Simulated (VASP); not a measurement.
# Ag (P6/mmm) in VASP: single point with PBE

Aim: the single point of Ag with PBE.

Program: VASP 6.6.1. These are calculated values, not measurements. Logs are shortened: lines on timing, memory, paths and dates and some standing lists are left out, and cuts for length are marked.

### 1 The cell of the first run

The structure is hexagonal, space group P6/mmm (No. 191). The conventional cell has a = 3.623 Å, b = 3.623 Å, c = 2.167 Å, α = 90.00°, β = 90.00°, γ = 120.00°. Within 2.9 Å of Ag (site symmetry 6/mmm) lie 14 Ag at 2.17 to 2.36 Å. Ag (site symmetry -6m2) has 11 Ag at 2.09 to 2.36 Å within 2.8 Å.

This isn't the form of Ag at room conditions, which is fcc.

### 2 Single point, PBE (8.21 Å³/atom)

Input file POSCAR:

```
Ag
1.0
    3.6230272188      0.0000000000      0.0000000000
   -1.8115136094      3.1376336101      0.0000000000
    0.0000000000      0.0000000000      2.1668192326
Ag
3
Direct
    0.0000000000      0.0000000000      0.0000000000
    0.3333333333      0.6666666667      0.5000000000
    0.6666666667      0.3333333333      0.5000000000
```

Input file INCAR.step1:

```
SYSTEM = Ag
PREC = Accurate
ENCUT = 470
EDIFF = 1E-6
ISMEAR = -1
SIGMA = 0.05
LREAL = .False.
LASPH = .True.
NELM = 120
ALGO = Normal
ISIF = 2
LWAVE = .False.
LCHARG = .True.
LMAXMIX = 4
GGA = PE
NBANDS = 36
GGA_COMPAT = .False.
NEDOS = 2001
LORBIT = 11
```

Input file KPOINTS.step1:

```
regular mesh
0
Gamma
  8 8 11
  0 0 0
```

Input file INCAR.step2:

```
SYSTEM = Ag
PREC = Accurate
ENCUT = 470
EDIFF = 1E-6
ISMEAR = -5
SIGMA = 0.05
LREAL = .False.
LASPH = .True.
NELM = 120
ALGO = Normal
ISIF = 2
LWAVE = .False.
LCHARG = .False.
LMAXMIX = 4
GGA = PE
LORBIT = 11
NEDOS = 1001
ICHARG = 11
GGA_COMPAT = .False.
```

Input file KPOINTS.step2:

```
regular mesh
0
Gamma
  12 12 17
  0 0 0
```

Potentials or basis: VASP PAW PBE potentials, release 64 (Ag_sv_GW).

Started as:

```bash
$ cat potpaw_PBE.64/Ag_sv_GW/POTCAR > POTCAR
$ cp INCAR.step1 INCAR
$ cp KPOINTS.step1 KPOINTS
$ mpirun -np 1 vasp_std > vasp.out
$ cp INCAR.step2 INCAR
$ cp KPOINTS.step2 KPOINTS
$ mpirun -np 1 vasp_std > vasp.out
```

OUTCAR:

```text
SYSTEM = Ag
   PREC = Accurate
   ENCUT = 470
   EDIFF = 1E-6
   ISMEAR = -5
   LREAL = .False.
   LASPH = .True.
   NELM = 120
   ISIF = 2
   GGA = PE
   LORBIT = 11
   ICHARG = 11

 ion  position               nearest neighbor table
   1  0.000  0.000  0.000-   2 2.36   3 2.36   2 2.36   3 2.36   3 2.36   3 2.36   2 2.36   2 2.36
                             3 2.36   3 2.36   2 2.36   2 2.36
   2  0.333  0.667  0.500-   3 2.09   3 2.09   3 2.09   1 2.36   1 2.36   1 2.36   1 2.36   1 2.36
                             1 2.36
   3  0.667  0.333  0.500-   2 2.09   2 2.09   2 2.09   1 2.36   1 2.36   1 2.36   1 2.36   1 2.36
                             1 2.36

  LATTYP: Found a hexagonal cell.
 ALAT       =     3.6230272188
 C/A-ratio  =     0.5980687148

  Lattice vectors:

 A1 = (   3.6230272188,   0.0000000000,   0.0000000000)
 A2 = (  -1.8115136094,   3.1376336101,   0.0000000000)
 A3 = (   0.0000000000,   0.0000000000,   2.1668192326)

Analysis of symmetry for initial positions (statically):
=====================================================================
 Subroutine PRICEL returns:
 Original cell was already a primitive cell.

 Routine SETGRP: Setting up the symmetry group for a
 hexagonal supercell.

 Subroutine GETGRP returns: Found 24 space group operations
 (whereof 24 operations were pure point group operations)
 out of a pool of 24 trial point group operations.

The static configuration has the point symmetry D_6h.

Analysis of symmetry for dynamics (positions and initial velocities):
=====================================================================
 Subroutine PRICEL returns:
 Original cell was already a primitive cell.

 Routine SETGRP: Setting up the symmetry group for a
 hexagonal supercell.

 Subroutine GETGRP returns: Found 24 space group operations
 (whereof 24 operations were pure point group operations)
 out of a pool of 24 trial point group operations.

The dynamic configuration has the point symmetry D_6h.

 Subroutine INISYM returns: Found 24 space group operations
 (whereof 24 operations are pure point group operations),
 and found     1 'primitive' translations

----------------------------------------------------------------------------------------

                                     Primitive cell

  volume of cell :      24.6318

  direct lattice vectors                    reciprocal lattice vectors
     3.623027219  0.000000000  0.000000000     0.276012279  0.159355764  0.000000000
    -1.811513609  3.137633610  0.000000000     0.000000000  0.318711527  0.000000000
     0.000000000  0.000000000  2.166819233     0.000000000  0.000000000  0.461505965

  length of vectors
     3.623027219  3.623027219  2.166819233     0.318711527  0.318711527  0.461505965

  position of ions in fractional coordinates (direct lattice)
     0.000000000  0.000000000  0.000000000
     0.333333333  0.666666667  0.500000000
     0.666666667  0.333333333  0.500000000

  ion indices of the primitive-cell ions
   primitive index   ion index
                 1           1
                 2           2
                 3           3

----------------------------------------------------------------------------------------

 KPOINTS: regular mesh

Automatic generation of k-mesh.
 Grid dimensions read from file:
 generate k-points for:   12   12   17

 Generating k-lattice:

  Cartesian coordinates                     Fractional coordinates (reciprocal lattice)
     0.023001023  0.013279647  0.000000000     0.083333333  0.000000000  0.000000000
     0.000000000  0.026559294  0.000000000     0.000000000  0.083333333  0.000000000
     0.000000000  0.000000000  0.027147410     0.000000000  0.000000000  0.058823529

  Length of vectors
     0.026559294  0.026559294  0.027147410

  Shift w.r.t. Gamma in fractional coordinates (k-lattice)
     0.000000000  0.000000000  0.000000000

 TETIRR: Found   2420 inequivalent tetrahedra from    14688

 Subroutine IBZKPT returns following result:
 ===========================================

 Found    171 irreducible k-points:

 Following reciprocal coordinates:
            Coordinates               Weight
  0.000000  0.000000  0.000000      1.000000
  0.083333  0.000000  0.000000      6.000000
  0.166667 -0.000000  0.000000      6.000000
  0.250000  0.000000  0.000000      6.000000
  0.333333 -0.000000  0.000000      6.000000
  0.416667  0.000000  0.000000      6.000000
[... 16 lines left out ...]
  0.250000  0.000000  0.058824     12.000000
  0.333333 -0.000000  0.058824     12.000000
 [... further k-points ...]
   k-points           NKPTS =    171   k-points in BZ     NKDIM =    171   number of bands    NBANDS=     34
   number of dos      NEDOS =   1001   number of ions     NIONS =      3
   total plane-waves  NPLWV =  12544
   dimension x,y,z NGX =    28 NGY =   28 NGZ =   16
   dimension x,y,z NGXF=    56 NGYF=   56 NGZF=   32
   ions per type =               3
   NGX,Y,Z   is equivalent  to a cutoff of  12.85, 12.85, 12.28 a.u.
   NGXF,Y,Z  is equivalent  to a cutoff of  25.70, 25.70, 24.55 a.u.
 SYSTEM =  Ag
   PREC   = accura    normal or accurate (medium, high low for compatibility)
   ISTART =      0    job   : 0-new  1-cont  2-samecut
   ICHARG =     11    charge: 1-file 2-atom 10-const
   ISPIN  =      1    spin polarized calculation?
   LNONCOLLINEAR =      F non collinear calculations
   LSORBIT =      F    spin-orbit coupling
   LASPH  =      T    aspherical Exc in radial PAW
   ENCUT  =  470.0 eV  34.54 Ry    5.88 a.u.   6.40  6.40  3.83*2*pi/ulx,y,z
   NELM   =    120;   NELMIN=  2; NELMDL=  0     # of ELM steps
   EDIFF  = 0.1E-05   stopping-criterion for ELM
   LREAL  =      F    real-space projection
   EDIFFG = 0.1E-04   stopping-criterion for IOM
   NSW    =      0    number of steps for IOM
   IBRION =     -1    ionic relax: 0-MD 1-quasi-New 2-CG
   NFREE  =      0    steps in history (QN), initial steepest desc. (CG)
   ISIF   =      2    stress and relaxation
   ISYM   =      2    0-nonsym 1-usesym 2-fastsym
   POTIM  = 0.5000    time-step for ionic-motion
   TEBEG  =    0.0;   TEEND  =   0.0 temperature during run
   PSTRESS=    0.0 pullay stress
   NELECT =      57.0000    total number of electrons
   NUPDOWN=      -1.0000    fix difference up-down
   EMIN   =  10.00;   EMAX   =-10.00  energy-range for DOS
   EFERMI =   0.00;   METHOD = LEGACY
   ISMEAR =    -5;   SIGMA  =   0.05  broadening in eV -4-tet -1-fermi 0-gaus
   EFERMI_NEDOS =   21; number of points for ismear=-14 and -15
   IALGO  =     38    algorithm
   IMIX   =      4    mixing-type and parameters
     AMIX     =   0.40;   BMIX     =  1.00
     AMIX_MAG =   1.60;   BMIX_MAG =  1.00
  volume/ion in A,a.u.               =       8.21        55.41
  Fermi-wavevector in a.u.,A,eV,Ry     =   2.165381  4.091976 63.796004  4.688874
  Thomas-Fermi vector in A             =   3.137769
   LORBIT       =     11    0 simple, 1 ext, 2 COOP (PROOUT), +10 PAW based schemes
   GGA     = PE    functional components
   LHFCALC =     F    Hartree Fock is set to
   AEXX    =    0.0000 exact exchange contribution
   IVDW    =     0    specifies the selected vdW correction
   LEPSILON=     F    determine dielectric tensor
   LRPA    =     F    only Hartree local field effects (RPA)
 non-spin polarized calculation
 Fermi weights with tetrahedron method with Bloechl corrections
  energy-cutoff  :      470.00
  volume of cell :       24.63
 maximum number of plane-waves:       589
 NGX is ok and might be reduce to    28

 number of electron      56.9999969 magnetization

 Free energy of the ion-electron system (eV)
  ---------------------------------------------------
  ext. energy  EPLUGINS =         0.00000000
  ---------------------------------------------------
  free energy    TOTEN  =        23.92549557 eV

  energy without entropy =       23.92549557  energy(sigma->0) =       23.92549557

 E-fermi :  22.2825     XC(G=0): -17.7052

 val. band max:       22.3737765264   @ k =   0.3333   0.3333   0.2941
 cond. band min:      22.2863675253   @ k =   0.3333   0.3333   0.4706
 fundamental gap:     -0.0874090011
 Fermi energy:        22.2825457161

 k-point     1 :       0.0000    0.0000    0.0000
  band No.  band energies     occupation
      1     -74.3563      2.00000
      2     -73.7955      2.00000
      3     -73.7173      2.00000
      4     -38.5213      2.00000
      5     -38.5212      2.00000
      6     -37.8927      2.00000
[... 26 lines left out ...]
     33      31.7094      0.00000
     34      32.1157      0.00000

 k-point     2 :       0.0833    0.0000    0.0000
  band No.  band energies     occupation
      1     -74.3451      2.00000
      2     -73.7990      2.00000
      3     -73.7258      2.00000
      4     -38.5717      2.00000
      5     -38.5413      2.00000
      6     -37.8325      2.00000
[... 26 lines left out ...]
     33      32.2663      0.00000
     34      32.6062      0.00000

 k-point     3 :       0.1667   -0.0000    0.0000
  band No.  band energies     occupation
      1     -74.3126      2.00000
      2     -73.8088      2.00000
      3     -73.7505      2.00000
      4     -38.6785      2.00000
      5     -38.5619      2.00000
      6     -37.6930      2.00000
[... 26 lines left out ...]
     33      33.5312      0.00000
     34      34.0163      0.00000

 k-point     4 :       0.2500    0.0000    0.0000
  band No.  band energies     occupation
      1     -74.2618      2.00000
      2     -73.8279      2.00000
      3     -73.7849      2.00000
      4     -38.7899      2.00000
      5     -38.5305      2.00000
      6     -37.5292      2.00000
[... 26 lines left out ...]
     33      34.7949      0.00000
     34      35.1179      0.00000

 k-point     5 :       0.3333   -0.0000    0.0000
  band No.  band energies     occupation
      1     -74.1977      2.00000
      2     -73.8695      2.00000
      3     -73.8100      2.00000
      4     -38.8795      2.00000
      5     -38.4277      2.00000
      6     -37.3707      2.00000
[... 621 lines left out ...]
 k-point    22 :       0.1667   -0.0000    0.0588
  band No.  band energies     occupation
      1     -74.3022      2.00000
      2     -73.8026      2.00000
      3     -73.7426      2.00000
      4     -38.6671      2.00000
      5     -38.5508      2.00000
      6     -37.6828      2.00000
[... 26 lines left out ...]
     33      33.6987      0.00000
     34      34.2332      0.00000

 k-point    23 :       0.2500    0.0000    0.0588
  band No.  band energies     occupation
      1     -74.2518      2.00000
      2     -73.8211      2.00000
      3     -73.7772      2.00000
      4     -38.7764      2.00000
      5     -38.5195      2.00000
      6     -37.5220      2.00000
[... 26 lines left out ...]
     33      34.9921      0.00000
     34      35.3763      0.00000

 k-point    24 :       0.3333   -0.0000    0.0588
  band No.  band energies     occupation
      1     -74.1881      2.00000
      2     -73.8617      2.00000
      3     -73.8028      2.00000
      4     -38.8654      2.00000
      5     -38.4188      2.00000
      6     -37.3681      2.00000
[... 26 lines left out ...]
     33      35.8340      0.00000
     34      36.4058      0.00000

 [... further k-points ...]

------------------------ aborting loop because EDIFF is reached ----------------------------------------

  FORCE on cell =-STRESS in cart. coord.  units (eV):
  Direction    XX          YY          ZZ          XY          YZ          ZX
  --------------------------------------------------------------------------------------
  -------------------------------------------------------------------------------------
  Total       94.3339004     94.3339004     94.2749335      0.0000000      0.0000000      0.0000000
  in kB     6135.9507761   6135.9507762   6132.1152751      0.0000000      0.0000000      0.0000000
  external PRESSURE =    6134.6722758 kB  Pullay stress =       0.0000000 kB

 VOLUME and BASIS-vectors are now :
 -----------------------------------------------------------------------------
  energy-cutoff  :      470.00
  volume of cell :       24.63
      direct lattice vectors                 reciprocal lattice vectors
     3.623027219  0.000000000  0.000000000     0.276012279  0.159355764  0.000000000
    -1.811513609  3.137633610  0.000000000     0.000000000  0.318711527  0.000000000
     0.000000000  0.000000000  2.166819233     0.000000000  0.000000000  0.461505965

 POSITION                                       TOTAL-FORCE (eV/Angst)
 -----------------------------------------------------------------------------------
      0.00000      0.00000      0.00000        -0.000000      0.000000      0.000000
     -0.00000      2.09176      1.08341        -0.000000     -0.000000      0.000000
      1.81151      1.04588      1.08341         0.000000      0.000000      0.000000
 -----------------------------------------------------------------------------------
    total drift:                                0.000000     -0.000000     -0.000000

  FREE ENERGIE OF THE ION-ELECTRON SYSTEM (eV)
  ---------------------------------------------------
  free  energy   TOTEN  =        23.9254955653 eV

  energy  without entropy=       23.9254955653  energy(sigma->0) =       23.92549557

 total charge

# of ion       s       p       d       f       tot
--------------------------------------------------
    1        2.352   6.442   8.683   0.088  17.566
    2        2.373   6.474   8.734   0.112  17.693
    3        2.373   6.474   8.734   0.112  17.693
--------------------------------------------------
tot          7.098  19.389  26.152   0.312  52.952
```

It took 3.3 min on 1 thread of Intel Xeon Platinum 8259CL at 2.50GHz (Skylake/Cascade Lake), shared host; peak memory 0.23 GiB.

Results:

```yaml
Valence_electrons_inside_the_program's_atomic_spheres: Ag 17.57, 17.69 (each value once)
```
